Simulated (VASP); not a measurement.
A run of VASP 6.6.1 is set up as follows.

The input INCAR:

```
SYSTEM = Ir
ALGO = Normal ; EDIFF = 1E-6
ENCUT = 520 ; GGA = RP
ISIF = 2 ; ISMEAR = 0
LASPH = .True. ; LCHARG = .False.
LREAL = .False. ; LWAVE = .False.
NBANDS = 10 ; NELM = 80
PREC = Accurate ; SIGMA = 0.1
```

The input KPOINTS:

```
k-points
0
Gamma
  8 8 8
  0 0 0
```

Contents of POSCAR:

```
Ir
1.0
    0.0000000000      1.9462112832      1.9462112832
    1.9462112832      0.0000000000      1.9462112832
    1.9462112832      1.9462112832      0.0000000000
Ir
1
Direct
    0.0000000000      0.0000000000      0.0000000000
```

Potentials or basis: VASP PAW PBE potentials, release 64 (Ir).

The run is started by

```console
$ cat potpaw_PBE.64/Ir/POTCAR > POTCAR
$ mpirun -np 1 vasp_std > vasp.out
```

**Question.** What does it give for the pressure?

**Answer.** 0.0 GPa.

Caveat: the PAW data sets were made with another functional, which shifts forces and pressure a little.
